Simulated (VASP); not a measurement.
# C (P6_3/mmc) in VASP: further runs

C is run at these levels: PBEsol+D3(BJ); tasks: single point.

Program: VASP 6.6.1. These are calculated values, not measurements. Logs are shortened: lines on timing, memory, paths and dates and some standing lists are left out, and cuts for length are marked.

### 1 The cell of the first run

Symmetry: P6_3/mmc, No. 194, hexagonal system. Conventional cell: a = 2.380 Å, b = 2.380 Å, c = 7.187 Å, α = 90.00°, β = 90.00°, γ = 120.00°. Within 1.8 Å of C (site symmetry -6m2) lie 3 C at 1.37 Å. Within 1.8 Å of C (site symmetry -6m2) lie 3 C at 1.37 Å.

### 2 Single point, PBEsol+D3(BJ) (8.81 Å³/atom)

The input, INCAR:

```
PREC = Accurate
ENCUT = 520
EDIFF = 1E-6
ISMEAR = 0
SIGMA = 0.15
LREAL = False
LASPH = True
NELM = 100
ALGO = Normal
ISIF = 2
LWAVE = False
LCHARG = False
GGA = PS
IVDW = 12
NBANDS = 16
```

The input, KPOINTS:

```
regular mesh
0
Gamma
  21 21 8
```

The input, POSCAR:

```
C
1.0
    2.3799353199      0.0000000000      0.0000000000
   -1.1899676600      2.0610844464      0.0000000000
    0.0000000000      0.0000000000      7.1874046660
C
4
Direct
    0.0000000000      0.0000000000      0.0025000000
    0.0000000000      0.0000000000      0.5025000000
    0.3333333333      0.6666666667      0.0025000000
    0.6666666667      0.3333333333      0.5025000000
```

Potentials or basis: VASP PAW PBE potentials, release 64 (C).

The run is started by

```sh
$ cat potpaw_PBE.64/C/POTCAR > POTCAR
$ mpirun -np 1 vasp_std > vasp.out
```

OUTCAR:

```text
PREC = Accurate
   ENCUT = 520
   EDIFF = 1E-6
   ISMEAR = 0
   LREAL = False
   LASPH = True
   NELM = 100
   ISIF = 2
   GGA = PS
   IVDW = 12
 IVDW          = 12

 ion  position               nearest neighbor table
   1  0.000  0.000  0.002-   3 1.37   3 1.37   3 1.37
   2  0.000  0.000  0.502-   4 1.37   4 1.37   4 1.37
   3  0.333  0.667  0.002-   1 1.37   1 1.37   1 1.37
   4  0.667  0.333  0.502-   2 1.37   2 1.37   2 1.37

  LATTYP: Found a hexagonal cell.
 ALAT       =     2.3799353199
 C/A-ratio  =     3.0200000000

  Lattice vectors:

 A1 = (   2.3799353199,   0.0000000000,   0.0000000000)
 A2 = (  -1.1899676600,   2.0610844464,   0.0000000000)
 A3 = (   0.0000000000,   0.0000000000,   7.1874046660)

Analysis of symmetry for initial positions (statically):
=====================================================================
 Subroutine PRICEL returns:
 Original cell was already a primitive cell.

 Routine SETGRP: Setting up the symmetry group for a
 hexagonal supercell.

 Subroutine GETGRP returns: Found 24 space group operations
 (whereof  6 operations were pure point group operations)
 out of a pool of 24 trial point group operations.

The static configuration has the point symmetry C_3v.
 The point group associated with its full space group is D_6h.

Analysis of symmetry for dynamics (positions and initial velocities):
=====================================================================
 Subroutine PRICEL returns:
 Original cell was already a primitive cell.

 Routine SETGRP: Setting up the symmetry group for a
 hexagonal supercell.

 Subroutine GETGRP returns: Found 24 space group operations
 (whereof  6 operations were pure point group operations)
 out of a pool of 24 trial point group operations.

The dynamic configuration has the point symmetry C_3v.
 The point group associated with its full space group is D_6h.

 Subroutine INISYM returns: Found 24 space group operations
 (whereof  6 operations are pure point group operations),
 and found     1 'primitive' translations

----------------------------------------------------------------------------------------

                                     Primitive cell

  volume of cell :      35.2560

  direct lattice vectors                    reciprocal lattice vectors
     2.379935320  0.000000000  0.000000000     0.420179486  0.242590739  0.000000000
    -1.189967660  2.061084446  0.000000000     0.000000000  0.485181479  0.000000000
     0.000000000  0.000000000  7.187404666     0.000000000  0.000000000  0.139132280

  length of vectors
     2.379935320  2.379935320  7.187404666     0.485181479  0.485181479  0.139132280

  position of ions in fractional coordinates (direct lattice)
     0.000000000  0.000000000  0.002500000
     0.000000000  0.000000000  0.502500000
     0.333333333  0.666666667  0.002500000
     0.666666667  0.333333333  0.502500000

  ion indices of the primitive-cell ions
   primitive index   ion index
                 1           1
                 2           2
                 3           3
                 4           4

----------------------------------------------------------------------------------------

 KPOINTS: regular mesh

Automatic generation of k-mesh.
 Grid dimensions read from file:
 generate k-points for:   21   21    8

 Generating k-lattice:

  Cartesian coordinates                     Fractional coordinates (reciprocal lattice)
     0.020008547  0.011551940  0.000000000     0.047619048  0.000000000  0.000000000
     0.000000000  0.023103880  0.000000000     0.000000000  0.047619048  0.000000000
     0.000000000  0.000000000  0.017391535     0.000000000  0.000000000  0.125000000

  Length of vectors
     0.023103880  0.023103880  0.017391535

  Shift w.r.t. Gamma in fractional coordinates (k-lattice)
     0.000000000  0.000000000  0.000000000

 Subroutine IBZKPT returns following result:
 ===========================================

 Found    240 irreducible k-points:

 Following reciprocal coordinates:
            Coordinates               Weight
  0.000000  0.000000  0.000000      1.000000
  0.047619 -0.000000  0.000000      6.000000
  0.095238 -0.000000  0.000000      6.000000
  0.142857  0.000000  0.000000      6.000000
  0.190476 -0.000000  0.000000      6.000000
  0.238095  0.000000  0.000000      6.000000
[... 16 lines left out ...]
  0.142857  0.095238  0.000000     12.000000
  0.190476  0.095238  0.000000     12.000000
 [... further k-points ...]
   k-points           NKPTS =    240   k-points in BZ     NKDIM =    240   number of bands    NBANDS=     16
   number of dos      NEDOS =    301   number of ions     NIONS =      4
   total plane-waves  NPLWV =  17496
   dimension x,y,z NGX =    18 NGY =   18 NGZ =   54
   dimension x,y,z NGXF=    36 NGYF=   36 NGZF=  108
   ions per type =               4
   NGX,Y,Z   is equivalent  to a cutoff of  12.57, 12.57, 12.49 a.u.
   NGXF,Y,Z  is equivalent  to a cutoff of  25.15, 25.15, 24.98 a.u.
 SYSTEM =  unknown system
   PREC   = accura    normal or accurate (medium, high low for compatibility)
   ISTART =      0    job   : 0-new  1-cont  2-samecut
   ICHARG =      2    charge: 1-file 2-atom 10-const
   ISPIN  =      1    spin polarized calculation?
   LNONCOLLINEAR =      F non collinear calculations
   LSORBIT =      F    spin-orbit coupling
   LASPH  =      T    aspherical Exc in radial PAW
   ENCUT  =  520.0 eV  38.22 Ry    6.18 a.u.   4.43  4.43 13.36*2*pi/ulx,y,z
   NELM   =    100;   NELMIN=  2; NELMDL= -5     # of ELM steps
   EDIFF  = 0.1E-05   stopping-criterion for ELM
   LREAL  =      F    real-space projection
   EDIFFG = 0.1E-04   stopping-criterion for IOM
   NSW    =      0    number of steps for IOM
   IBRION =     -1    ionic relax: 0-MD 1-quasi-New 2-CG
   NFREE  =      0    steps in history (QN), initial steepest desc. (CG)
   ISIF   =      2    stress and relaxation
   ISYM   =      2    0-nonsym 1-usesym 2-fastsym
   POTIM  = 0.5000    time-step for ionic-motion
   TEBEG  =    0.0;   TEEND  =   0.0 temperature during run
   PSTRESS=    0.0 pullay stress
   NELECT =      16.0000    total number of electrons
   NUPDOWN=      -1.0000    fix difference up-down
   EMIN   =  10.00;   EMAX   =-10.00  energy-range for DOS
   EFERMI =   0.00;   METHOD = LEGACY
   ISMEAR =     0;   SIGMA  =   0.15  broadening in eV -4-tet -1-fermi 0-gaus
   EFERMI_NEDOS =   21; number of points for ismear=-14 and -15
   IALGO  =     38    algorithm
   IMIX   =      4    mixing-type and parameters
     AMIX     =   0.40;   BMIX     =  1.00
     AMIX_MAG =   1.60;   BMIX_MAG =  1.00
  volume/ion in A,a.u.               =       8.81        59.48
  Fermi-wavevector in a.u.,A,eV,Ry     =   1.258067  2.377402 21.534388  1.582733
  Thomas-Fermi vector in A             =   2.391695
   LORBIT       =      0    0 simple, 1 ext, 2 COOP (PROOUT), +10 PAW based schemes
   GGA     = PS    functional components
   LHFCALC =     F    Hartree Fock is set to
   AEXX    =    0.0000 exact exchange contribution
   IVDW    =    12    specifies the selected vdW correction
   LEPSILON=     F    determine dielectric tensor
   LRPA    =     F    only Hartree local field effects (RPA)
 non-spin polarized calculation
 Gauss-broadening in eV      SIGMA  =   0.15
  energy-cutoff  :      520.00
  volume of cell :       35.26
 maximum number of plane-waves:       986
 NGX is ok and might be reduce to    18
   NGX =  9   NGY =  9   NGZ = 27

 number of electron      16.0000005 magnetization

 Free energy of the ion-electron system (eV)
  ---------------------------------------------------
  ext. energy  EPLUGINS =         0.00000000
  ---------------------------------------------------
  free energy    TOTEN  =       -38.25365082 eV

  energy without entropy =      -38.25272551  energy(sigma->0) =      -38.25318816

 E-fermi :   4.6422     XC(G=0): -10.2576

 val. band max:        4.6404814055   @ k =   0.3333   0.3333   0.5000
 cond. band min:       4.6422762122   @ k =   0.3333   0.3333   0.2500
 fundamental gap:      0.0017948068
 Fermi energy:         4.6422111780

 k-point     1 :       0.0000    0.0000    0.0000
  band No.  band energies     occupation
      1     -15.7734      2.00000
      2     -15.6055      2.00000
      3      -4.3783      2.00000
      4      -3.0412      2.00000
      5       1.7129      2.00000
      6       1.7129      2.00000
[... 8 lines left out ...]
     15      17.4030      0.00000
     16      17.5139      0.00000

 k-point     2 :       0.0476   -0.0000    0.0000
  band No.  band energies     occupation
      1     -15.7161      2.00000
      2     -15.5488      2.00000
      3      -4.3071      2.00000
      4      -2.9729      2.00000
      5       1.4821      2.00000
      6       1.4918      2.00000
[... 8 lines left out ...]
     15      17.1792      0.00000
     16      17.2991      0.00000

 k-point     3 :       0.0952   -0.0000    0.0000
  band No.  band energies     occupation
      1     -15.5444      2.00000
      2     -15.3789      2.00000
      3      -4.0939      2.00000
      4      -2.7686      2.00000
      5       0.8329      2.00000
      6       0.8489      2.00000
[... 8 lines left out ...]
     15      16.5353      0.00000
     16      16.6849      0.00000

 k-point     4 :       0.1429    0.0000    0.0000
  band No.  band energies     occupation
      1     -15.2586      2.00000
      2     -15.0963      2.00000
      3      -3.7401      2.00000
      4      -2.4301      2.00000
      5      -0.1332      2.00000
      6      -0.1089      2.00000
[... 8 lines left out ...]
     15      15.7964      0.00000
     16      15.8206      0.00000

 k-point     5 :       0.1905   -0.0000    0.0000
  band No.  band energies     occupation
      1     -14.8598      2.00000
      2     -14.7021      2.00000
      3      -3.2485      2.00000
      4      -1.9613      2.00000
      5      -1.3065      2.00000
      6      -1.2726      2.00000
[... 8 lines left out ...]
     15      17.2303      0.00000
     16      17.2539      0.00000

 k-point     6 :       0.2381    0.0000    0.0000
  band No.  band energies     occupation
      1     -14.3496      2.00000
      2     -14.1976      2.00000
      3      -2.6235      2.00000
      4      -2.5963      2.00000
      5      -2.5520      2.00000
      6      -1.3682      2.00000
[... 8 lines left out ...]
     15      18.8758      0.00000
     16      18.8995      0.00000
[... 267 lines left out ...]
 k-point    21 :       0.4762    0.0476    0.0000
  band No.  band energies     occupation
      1      -9.9012      2.00000
      2      -9.8423      2.00000
      3      -9.2593      2.00000
      4      -9.2151      2.00000
      5      -2.2308      2.00000
      6      -2.2050      2.00000
[... 8 lines left out ...]
     15      18.5100      0.00000
     16      19.3268      0.00000

 k-point    22 :       0.0952    0.0952    0.0000
  band No.  band energies     occupation
      1     -15.0876      2.00000
      2     -14.9272      2.00000
      3      -3.5287      2.00000
      4      -2.2283      2.00000
      5      -0.4744      2.00000
      6      -0.4592      2.00000
[... 8 lines left out ...]
     15      15.9309      0.00000
     16      15.9630      0.00000

 k-point    23 :       0.1429    0.0952    0.0000
  band No.  band energies     occupation
      1     -14.6896      2.00000
      2     -14.5338      2.00000
      3      -3.0387      2.00000
      4      -1.7615      2.00000
      5      -1.4632      2.00000
      6      -1.4385      2.00000
[... 8 lines left out ...]
     15      16.8379      0.00000
     16      16.8930      0.00000

 k-point    24 :       0.1905    0.0952    0.0000
  band No.  band energies     occupation
      1     -14.1805      2.00000
      2     -14.0302      2.00000
      3      -2.6308      2.00000
      4      -2.5923      2.00000
      5      -2.4159      2.00000
      6      -1.1711      2.00000
[... 8 lines left out ...]
     15      17.9569      0.00000
     16      18.0889      0.00000

 [... further k-points ...]

------------------------ aborting loop because EDIFF is reached ----------------------------------------

 Edisp (eV)   -0.39830

 E8    (eV) :    -0.1934

  FORCE on cell =-STRESS in cart. coord.  units (eV):
  Direction    XX          YY          ZZ          XY          YZ          ZX
  --------------------------------------------------------------------------------------
  -------------------------------------------------------------------------------------
  Total      10.37639    10.37639    -0.43970    -0.00000     0.00000     0.00000
  in kB     471.54559   471.54559   -19.98155    -0.00000     0.00000     0.00000
  external pressure =      307.70 kB  Pullay stress =        0.00 kB

 VOLUME and BASIS-vectors are now :
 -----------------------------------------------------------------------------
  energy-cutoff  :      520.00
  volume of cell :       35.26
      direct lattice vectors                 reciprocal lattice vectors
     2.379935320  0.000000000  0.000000000     0.420179486  0.242590739  0.000000000
    -1.189967660  2.061084446  0.000000000     0.000000000  0.485181479  0.000000000
     0.000000000  0.000000000  7.187404666     0.000000000  0.000000000  0.139132280

 POSITION                                       TOTAL-FORCE (eV/Angst)
 -----------------------------------------------------------------------------------
      0.00000      0.00000      0.01797        -0.000000      0.000000      0.000000
      0.00000      0.00000      3.61167         0.000000      0.000000      0.000000
     -0.00000      1.37406      0.01797         0.000000     -0.000000      0.000000
      1.18997      0.68703      3.61167        -0.000000      0.000000     -0.000000
 -----------------------------------------------------------------------------------
    total drift:                               -0.000000     -0.000000      0.000003

  FREE ENERGIE OF THE ION-ELECTRON SYSTEM (eV)
  ---------------------------------------------------
  free  energy   TOTEN  =       -38.6519481423 eV

  energy  without entropy=      -38.6510228302  energy(sigma->0) =      -38.65148549
```

Wall time 69 s (1 thread of Intel Xeon 6975P-C (Granite Rapids), shared host); peak memory 0.22 GiB.

Results:

- Free energy: -38.6519 eV
- Pressure: 30.8 GPa
- Band gap on the k mesh: zero (bands 8 and 9 overlap by 0.01 eV)
- Dispersion energy per atom: -0.100 eV

Levels at points of the mesh, in eV from the Fermi level:
| k point | band 4 | band 5 | band 6 | band 7 | band 8 | band 9 | band 10 | band 11 | band 12 | band 13 |
| --- | --- | --- | --- | --- | --- | --- | --- | --- | --- | --- |
| (0.00, 0.00, 0.00) | -7.68 | -2.93 | -2.93 | -2.92 | -2.92 | 3.19 | 8.48 | 9.02 | 9.02 | 9.04 |
| (0.00, 0.00, 0.50) | -8.41 | -2.93 | -2.93 | -2.93 | -2.93 | 5.33 | 5.33 | 9.03 | 9.03 | 9.03 |

Caveat: the cell stands under pressure; the PAW data sets were made with another functional, which shifts forces and pressure a little.

### 3 Single point, PBEsol+D3(BJ) (8.81 Å³/atom)

The input, INCAR:

```
PREC = Accurate
ENCUT = 520
EDIFF = 1E-6
ISMEAR = 0
SIGMA = 0.15
LREAL = False
LASPH = True
NELM = 80
ALGO = Normal
ISIF = 2
LWAVE = False
LCHARG = True
GGA = PS
IVDW = 12
LELF = True
LVHAR = True
NBANDS = 16
```

The input, KPOINTS:

```
Automatic mesh
0
Gamma
  21 21 8
```

The input, POSCAR:

```
C
1.0
    2.4577015727      0.0000000000      0.0000000000
   -1.2288507864      2.1284319968      0.0000000000
    0.0000000000      0.0000000000      6.7397550227
C
4
Direct
    0.0000000000      0.0000000000      0.0025000000
    0.0000000000      0.0000000000      0.5025000000
    0.3333333333      0.6666666667      0.0025000000
    0.6666666667      0.3333333333      0.5025000000
```

Potentials or basis: VASP PAW PBE potentials, release 64 (C).

The run is started by

```sh
$ cat potpaw_PBE.64/C/POTCAR > POTCAR
$ mpirun -np 1 vasp_std > vasp.out
```

Wall time 58 s (1 thread of Intel Xeon 6975P-C (Granite Rapids), shared host); peak memory 0.22 GiB.

It converged, with:

```yaml
Free_energy: -39.0102 eV
Pressure: 0.6 GPa
Band_gap_on_the_k_mesh: zero (bands 8 and 9 overlap by 0.03 eV)
Dispersion_energy_per_atom: -0.110 eV
```

Stress tensor (GPa, compression positive):
```
 1.39  0.00  0.00
 0.00  1.39  0.00
 0.00  0.00 -0.86
```

Levels at points of the mesh, in eV from the Fermi level:
```csv
k point,band 6,band 7,band 8,band 9,band 10,band 11
"(0.00, 0.00, 0.00)",-2.97,-2.95,-2.95,3.99,8.36,8.36
"(0.00, 0.00, 0.50)",-2.96,-2.96,-2.96,6.61,6.61,8.39
```

Caveat: the PAW data sets were made with another functional, which shifts forces and pressure a little.
